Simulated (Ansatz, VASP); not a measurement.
## One calculation of Cu, two programs

File INCAR:

```
SYSTEM = Cu
PREC = Accurate
ENCUT = 520
EDIFF = 1E-6
ISMEAR = 0
SIGMA = 0.15
LREAL = .False.
LASPH = .True.
NELM = 100
ALGO = Fast
ISIF = 2
LWAVE = .False.
LCHARG = .True.
GGA = PE
LELF = .True.
LVHAR = .True.
NBANDS = 12
```

The input KPOINTS:

```
Automatic mesh
0
Gamma
  22 22 22
  0 0 0
```

Contents of POSCAR:

```
Cu
1.0
    0.0000000000      1.8075000000      1.8075000000
    1.7532750000      0.0000000000      1.8075000000
    1.7532750000      1.8075000000      0.0000000000
Cu
1
Direct
    0.0000000000      0.0000000000      0.0000000000
```

Input for Ansatz:

```yaml
crystal:
  lattice:
    - [0.0, 1.8075, 1.8075]
    - [1.753275, 0.0, 1.8075]
    - [1.753275, 1.8075, 0.0]
  atoms:
    - { symbol: Cu, position: [0.0, 0.0, 0.0] }
basis:
  ecutwfc: 420
kpoints:
  mp_grid: { grid: [22, 22, 22] }
hamiltonian:
  xc: pbe
scf:
  occupations: { method: gaussian, width: 0.15 }
output:
  forces: true
  stress: true
  eigenvalues: true
```

Change from the starting cell: strain -0.0300 x Voigt [1, 0, 0, 0, 0, 0], atoms carried along.

Alike in both runs: task single point; functional PBE; k mesh 22 × 22 × 22; occupations gaussian, width 0.15 eV; no spin polarisation.

|  | VASP | Ansatz |
| --- | --- | --- |
| version | VASP 6.6.1 | Ansatz 0.2.0 |
| potentials or method | VASP PAW PBE potentials, release 64 (Cu), cutoff 520 eV | scalar-relativistic, plane waves, PAW |
| valence electrons in the cell | 11 | 19 |

|  | VASP | Ansatz | Ansatz less VASP |
| --- | --- | --- | --- |
| gap on the k mesh at the Fermi level (eV) | none | none | - |
| pressure (GPa) | 7.3 | 6.7 | -0.56 |
| traceless stress, the component that is largest in VASP (GPa) | 1.18 | 1.19 | +0.006 |

A gap of «none» marks a metal or a gap that the smearing closes. With one functional, cell and mesh, what is left measures potentials, basis and numerics. VASP's potentials hold 11 valence electrons a cell and Ansatz's 19, so a difference there can come from the potentials and not from the codes.
